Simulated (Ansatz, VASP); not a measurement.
# W: VASP beside Ansatz

Contents of INCAR:

```
SYSTEM = W
  ALGO = Fast
  EDIFF = 1E-6
  ENCUT = 520
  ISIF = 2
  ISMEAR = 0
  LASPH = .TRUE.
  LCHARG = .FALSE.
  LREAL = .FALSE.
  LWAVE = .FALSE.
  NBANDS = 13
  NELM = 60
  PREC = Accurate
  SIGMA = 0.15
```

Contents of KPOINTS:

```
k-points
0
G
  20 20 20
  0 0 0
```

POSCAR

```
W
1.0
    0.0000000000      1.9538750000      2.0300000000
    2.0300000000      0.0000000000      2.0300000000
    2.0300000000      1.9538750000      0.0000000000
W
1
Direct
    0.0000000000      0.0000000000      0.0000000000
```

Input for Ansatz:

```yaml
crystal:
  lattice:
    - [0.0, 1.953875, 2.03]
    - [2.03, 0.0, 2.03]
    - [2.03, 1.953875, 0.0]
  atoms:
    - { symbol: W, position: [0.0, 0.0, 0.0] }
basis:
  ecutwfc: 420
kpoints:
  mp_grid: { grid: [20, 20, 20] }
hamiltonian:
  xc: lda
scf:
  occupations: { method: gaussian, width: 0.15 }
output:
  forces: true
  stress: true
  eigenvalues: true
```

Change from the starting cell: strain -0.0375 x Voigt [0, 1, 0, 0, 0, 0], atoms carried along.

Alike in both runs: task single point; functional LDA; k mesh 20 × 20 × 20; occupations gaussian, width 0.15 eV; no spin polarisation.

|  | VASP | Ansatz |
| --- | --- | --- |
| version | VASP 6.6.1 | Ansatz 0.2.0 |
| potentials or method | VASP PAW LDA potentials, release 64 (W_sv), cutoff 520 eV | scalar-relativistic, plane waves, PAW |
| valence electrons in the cell | 14 | 14 |

```csv
,VASP,Ansatz,Ansatz less VASP
gap on the k mesh at the Fermi level (eV),none,none,-
pressure (GPa),-6.4,-8.0,-1.65
"traceless stress, the component that is largest in VASP (GPa)",-8.08,-8.10,-0.021
```

LDA's correlation is that of Perdew and Zunger in VASP and of Perdew and Wang (1992) in Ansatz. A gap of «none» marks a metal or a gap that the smearing closes.

Neither program's run includes spin-orbit coupling.
